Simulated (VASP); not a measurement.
Runs of VASP 6.6.1 on LiH. The structure is that of space group Fm-3m (No. 225), or close to it. The cells are those of the table. 

```tsv
level	cell	cutoff (eV)	gap on the mesh (eV)	pressure (GPa)
PBE	a = 2.944 Å, angles 60.0°, 2 atoms	750	(a)	-3.4
r2SCAN	a = 2.888 Å, angles 60.0°, 2 atoms	830	3.60	-1.8
PBE	a = 2.829 Å, angles 60.0°, 2 atoms	750	(b)	0.3
PBE	a = 2.888 Å, angles 60.0°, 2 atoms	750	3.01	-1.8
```

Alike in all rows: task single point; potentials or basis VASP PAW PBE potentials, release 64 (Li_sv, H); no spin polarisation; k mesh 4 × 4 × 4; smearing gaussian 0.01 eV.

Q: Fill in the values left out.

A: (a) 3.04; (b) 2.96.

Caveats: all runs use coarse meshes; the PAW data sets were made with another functional, which shifts forces and pressure a little (some runs).

A k mesh can miss the band edges.
